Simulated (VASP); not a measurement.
# TaN (P6_3mc) in VASP: a series of runs, part 2 of 2

VASP 6.6.1.

### Step 4. Single point, PBE (14.70 Å³/atom)

This run uses another cell than the first one, of 14.70 Å³/atom.

Contents of INCAR:

```
ALGO     = Normal         # electronic algorithm
EDIFF    = 1E-6           # SCF threshold, eV
ENCUT    = 700            # plane-wave cutoff, eV
GGA      = PE             # functional
GGA_COMPAT= False        
ISIF     = 2              # what is computed and relaxed
ISMEAR   = 0              # smearing method
LASPH    = True           # aspherical terms in the spheres
LCHARG   = False          # write CHGCAR
LREAL    = False          # projectors in reciprocal space
LWAVE    = False          # write WAVECAR
NBANDS   = 26             # bands
NELM     = 120            # most SCF steps
PREC     = Accurate       # precision mode
SIGMA    = 0.15           # smearing width, eV
```

Contents of KPOINTS:

```
k-points
0
Gamma
  18 18 8
```

Contents of POSCAR:

```
TaN
1.0
    3.3174577041      0.0000000000      0.0000000000
   -1.6587288521      2.8730026477      0.0000000000
    0.0000000000      0.0000000000      6.1701395839
Ta N
2 2
Direct
    0.3333333333      0.6666666667      0.0304880884
    0.6666666667      0.3333333333      0.5304880884
    0.3333333333      0.6666666667      0.3545119116
    0.6666666667      0.3333333333      0.8545119116
```

Potentials or basis: VASP PAW PBE potentials, release 64 (Ta_sv_GW, N).

Started as:

```console
$ cat potpaw_PBE.64/Ta_sv_GW/POTCAR potpaw_PBE.64/N/POTCAR > POTCAR
$ mpirun -np 1 vasp_std > vasp.out
```

OUTCAR:

```text
EDIFF = 1E-6
   ENCUT = 700
   GGA = PE
   ISIF = 2
   ISMEAR = 0
   LASPH = True
   LREAL = False
   NELM = 120
   PREC = Accurate

 ion  position               nearest neighbor table
   1  0.333  0.667  0.030-   3 2.00   4 2.20   4 2.20   4 2.20
   2  0.667  0.333  0.530-   4 2.00   3 2.20   3 2.20   3 2.20
   3  0.333  0.667  0.355-   1 2.00   2 2.20   2 2.20   2 2.20
   4  0.667  0.333  0.855-   2 2.00   1 2.20   1 2.20   1 2.20

  LATTYP: Found a hexagonal cell.
 ALAT       =     3.3174577041
 C/A-ratio  =     1.8599000000

  Lattice vectors:

 A1 = (   3.3174577041,   0.0000000000,   0.0000000000)
 A2 = (  -1.6587288521,   2.8730026477,   0.0000000000)
 A3 = (   0.0000000000,   0.0000000000,   6.1701395839)

Analysis of symmetry for initial positions (statically):
=====================================================================
 Subroutine PRICEL returns:
 Original cell was already a primitive cell.

 Routine SETGRP: Setting up the symmetry group for a
 hexagonal supercell.

 Subroutine GETGRP returns: Found 12 space group operations
 (whereof  6 operations were pure point group operations)
 out of a pool of 24 trial point group operations.

The static configuration has the point symmetry C_3v.
 The point group associated with its full space group is C_6v.

Analysis of symmetry for dynamics (positions and initial velocities):
=====================================================================
 Subroutine PRICEL returns:
 Original cell was already a primitive cell.

 Routine SETGRP: Setting up the symmetry group for a
 hexagonal supercell.

 Subroutine GETGRP returns: Found 12 space group operations
 (whereof  6 operations were pure point group operations)
 out of a pool of 24 trial point group operations.

The dynamic configuration has the point symmetry C_3v.
 The point group associated with its full space group is C_6v.

 Subroutine INISYM returns: Found 12 space group operations
 (whereof  6 operations are pure point group operations),
 and found     1 'primitive' translations

----------------------------------------------------------------------------------------

                                     Primitive cell

  volume of cell :      58.8080

  direct lattice vectors                    reciprocal lattice vectors
     3.317457704  0.000000000  0.000000000     0.301435644  0.174033950  0.000000000
    -1.658728852  2.873002648  0.000000000     0.000000000  0.348067901  0.000000000
     0.000000000  0.000000000  6.170139584     0.000000000  0.000000000  0.162070888

  length of vectors
     3.317457704  3.317457704  6.170139584     0.348067901  0.348067901  0.162070888

  position of ions in fractional coordinates (direct lattice)
     0.333333333  0.666666667  0.030488088
     0.666666667  0.333333333  0.530488088
     0.333333333  0.666666667  0.354511912
     0.666666667  0.333333333  0.854511912

  ion indices of the primitive-cell ions
   primitive index   ion index
                 1           1
                 2           2
                 3           3
                 4           4

----------------------------------------------------------------------------------------

 KPOINTS: k-points

Automatic generation of k-mesh.
 Grid dimensions read from file:
 generate k-points for:   18   18    8

 Generating k-lattice:

  Cartesian coordinates                     Fractional coordinates (reciprocal lattice)
     0.016746425  0.009668553  0.000000000     0.055555556 -0.000000000  0.000000000
     0.000000000  0.019337106  0.000000000     0.000000000  0.055555556  0.000000000
     0.000000000  0.000000000  0.020258861     0.000000000  0.000000000  0.125000000

  Length of vectors
     0.019337106  0.019337106  0.020258861

  Shift w.r.t. Gamma in fractional coordinates (k-lattice)
     0.000000000  0.000000000  0.000000000

 Subroutine IBZKPT returns following result:
 ===========================================

 Found    185 irreducible k-points:

 Following reciprocal coordinates:
            Coordinates               Weight
  0.000000  0.000000  0.000000      1.000000
  0.055556  0.000000  0.000000      6.000000
  0.111111  0.000000  0.000000      6.000000
  0.166667  0.000000  0.000000      6.000000
  0.222222  0.000000  0.000000      6.000000
  0.277778 -0.000000  0.000000      6.000000
[... 16 lines left out ...]
  0.333333  0.111111  0.000000     12.000000
  0.388889  0.111111  0.000000     12.000000
 [... further k-points ...]
   k-points           NKPTS =    185   k-points in BZ     NKDIM =    185   number of bands    NBANDS=     26
   number of dos      NEDOS =    301   number of ions     NIONS =      4
   total plane-waves  NPLWV =  48600
   dimension x,y,z NGX =    30 NGY =   30 NGZ =   54
   dimension x,y,z NGXF=    60 NGYF=   60 NGZF=  108
   ions per type =               2   2
   NGX,Y,Z   is equivalent  to a cutoff of  15.03, 15.03, 14.55 a.u.
   NGXF,Y,Z  is equivalent  to a cutoff of  30.07, 30.07, 29.10 a.u.
 SYSTEM =  unknown system
   PREC   = accura    normal or accurate (medium, high low for compatibility)
   ISTART =      0    job   : 0-new  1-cont  2-samecut
   ICHARG =      2    charge: 1-file 2-atom 10-const
   ISPIN  =      1    spin polarized calculation?
   LNONCOLLINEAR =      F non collinear calculations
   LSORBIT =      F    spin-orbit coupling
   LASPH  =      T    aspherical Exc in radial PAW
   ENCUT  =  700.0 eV  51.45 Ry    7.17 a.u.   7.16  7.16 13.31*2*pi/ulx,y,z
   NELM   =    120;   NELMIN=  2; NELMDL= -5     # of ELM steps
   EDIFF  = 0.1E-05   stopping-criterion for ELM
   LREAL  =      F    real-space projection
   EDIFFG = 0.1E-04   stopping-criterion for IOM
   NSW    =      0    number of steps for IOM
   IBRION =     -1    ionic relax: 0-MD 1-quasi-New 2-CG
   NFREE  =      0    steps in history (QN), initial steepest desc. (CG)
   ISIF   =      2    stress and relaxation
   ISYM   =      2    0-nonsym 1-usesym 2-fastsym
   POTIM  = 0.5000    time-step for ionic-motion
   TEBEG  =    0.0;   TEEND  =   0.0 temperature during run
   PSTRESS=    0.0 pullay stress
   NELECT =      36.0000    total number of electrons
   NUPDOWN=      -1.0000    fix difference up-down
   EMIN   =  10.00;   EMAX   =-10.00  energy-range for DOS
   EFERMI =   0.00;   METHOD = LEGACY
   ISMEAR =     0;   SIGMA  =   0.15  broadening in eV -4-tet -1-fermi 0-gaus
   EFERMI_NEDOS =   21; number of points for ismear=-14 and -15
   IALGO  =     38    algorithm
   IMIX   =      4    mixing-type and parameters
     AMIX     =   0.40;   BMIX     =  1.00
     AMIX_MAG =   1.60;   BMIX_MAG =  1.00
  volume/ion in A,a.u.               =      14.70        99.21
  Fermi-wavevector in a.u.,A,eV,Ry     =   1.390049  2.626812 26.289680  1.932237
  Thomas-Fermi vector in A             =   2.514022
   LORBIT       =      0    0 simple, 1 ext, 2 COOP (PROOUT), +10 PAW based schemes
   GGA     = PE    functional components
   LHFCALC =     F    Hartree Fock is set to
   AEXX    =    0.0000 exact exchange contribution
   IVDW    =     0    specifies the selected vdW correction
   LEPSILON=     F    determine dielectric tensor
   LRPA    =     F    only Hartree local field effects (RPA)
 non-spin polarized calculation
 Gauss-broadening in eV      SIGMA  =   0.15
  energy-cutoff  :      700.00
  volume of cell :       58.81
 maximum number of plane-waves:      2511
 NGX is ok and might be reduce to    30
   NGX = 15   NGY = 15   NGZ = 27

 number of electron      36.0000000 magnetization

 Free energy of the ion-electron system (eV)
  ---------------------------------------------------
  ext. energy  EPLUGINS =         0.00000000
  ---------------------------------------------------
  free energy    TOTEN  =       -47.96025355 eV

  energy without entropy =      -47.95050624  energy(sigma->0) =      -47.95537989

 E-fermi :   8.5159     XC(G=0): -11.7735

 val. band max:        8.5121459060   @ k =   0.0556   0.0000   0.1250
 cond. band min:       8.5211360309   @ k =   0.3333   0.2778   0.1250
 fundamental gap:      0.0089901249
 Fermi energy:         8.5158804087

 k-point     1 :       0.0000    0.0000    0.0000
  band No.  band energies     occupation
      1     -60.5715      2.00000
      2     -60.5651      2.00000
      3     -27.2004      2.00000
      4     -26.9702      2.00000
      5     -26.8249      2.00000
      6     -26.8249      2.00000
[... 685 lines left out ...]
     25      13.0434      0.00000
     26      13.6214      0.00000

 [... further k-points ...]

------------------------ aborting loop because EDIFF is reached ----------------------------------------

  FORCE on cell =-STRESS in cart. coord.  units (eV):
  Direction    XX          YY          ZZ          XY          YZ          ZX
  --------------------------------------------------------------------------------------
  -------------------------------------------------------------------------------------
  Total       -8.1499696     -8.1499696     -6.6606118      0.0000000     -0.0000000      0.0000000
  in kB     -222.0394608   -222.0394608   -181.4630884      0.0000000     -0.0000000      0.0000000
  external PRESSURE =    -208.5140033 kB  Pullay stress =       0.0000000 kB

 VOLUME and BASIS-vectors are now :
 -----------------------------------------------------------------------------
  energy-cutoff  :      700.00
  volume of cell :       58.81
      direct lattice vectors                 reciprocal lattice vectors
     3.317457704  0.000000000  0.000000000     0.301435644  0.174033950  0.000000000
    -1.658728852  2.873002648  0.000000000     0.000000000  0.348067901  0.000000000
     0.000000000  0.000000000  6.170139584     0.000000000  0.000000000  0.162070888

 POSITION                                       TOTAL-FORCE (eV/Angst)
 -----------------------------------------------------------------------------------
     -0.00000      1.91534      0.18812        -0.000000      0.000000     -0.382857
      1.65873      0.95767      3.27319         0.000000      0.000000     -0.382857
     -0.00000      1.91534      2.18739        -0.000000      0.000000      0.382857
      1.65873      0.95767      5.27246        -0.000000     -0.000000      0.382857
 -----------------------------------------------------------------------------------
    total drift:                               -0.000001      0.000000      0.000254

  FREE ENERGIE OF THE ION-ELECTRON SYSTEM (eV)
  ---------------------------------------------------
  free  energy   TOTEN  =       -47.9602535542 eV

  energy  without entropy=      -47.9505062356  energy(sigma->0) =      -47.95537989
```

Run time: 5.1 min. Hardware: 1 thread of AMD EPYC 9R45 (Zen 5), shared host; peak memory 0.48 GiB.

Results:

```
Free energy            : -47.9603 eV
Pressure               : -20.9 GPa
Largest force          : 0.383 eV/Å
Band gap on the k mesh : zero (bands 18 and 19 overlap by 0.43 eV)
```

Forces on the atoms (eV/Å):
```
Ta   0.000  0.000 -0.383
Ta   0.000  0.000 -0.383
N    0.000  0.000  0.383
N    0.000  0.000  0.383
```

Stress tensor (GPa, compression positive):
```
-22.20   0.00   0.00
  0.00 -22.20   0.00
  0.00   0.00 -18.15
```

Caveat: the cell stands under tension; spin-orbit coupling is left out, which moves the levels of the heavy elements.

### Step 5. Overview

```tsv
potentials or basis	cell	cutoff (eV)	gap on the mesh (eV)	pressure (GPa)	largest force (eV/Å)
VASP PAW PBE potentials, release 64 (Ta_pv, N)	a = 3.234, b = 3.234, c = 6.261 Å, angles 90.0, 90.0, 120.0°, 4 atoms	520	none	-16.4	0.07
VASP PAW PBE potentials, release 64 (Ta_pv, N)	a = 3.322, b = 3.322, c = 5.935 Å, angles 90.0, 90.0, 120.0°, 4 atoms	520	none	-10.7	1.40
VASP PAW PBE potentials, release 64 (Ta_sv_GW, N)	a = 3.317, b = 3.317, c = 6.170 Å, angles 90.0, 90.0, 120.0°, 4 atoms	700	none	-20.9	0.38
```

Alike in all rows: task single point; level PBE; no spin polarisation; k mesh 18 × 18 × 8; smearing gaussian 0.15 eV.

Caveats: spin-orbit coupling is left out, which moves the levels of the heavy elements; the stress differs along the axes, from -20 to -15 GPa (at least some runs); the stress differs along the axes, from -18 to 5 GPa (at least some runs); forces of over 1 eV/Å act on the atoms, so gaps and moduli don't describe the material at rest (at least some runs); the cell stands under tension (at least some runs).

Total energies depend on the potentials used, so only differences within one code and one set of settings carry meaning.

The gap in the log of VASP goes by the Fermi energy; the results here count the filled bands.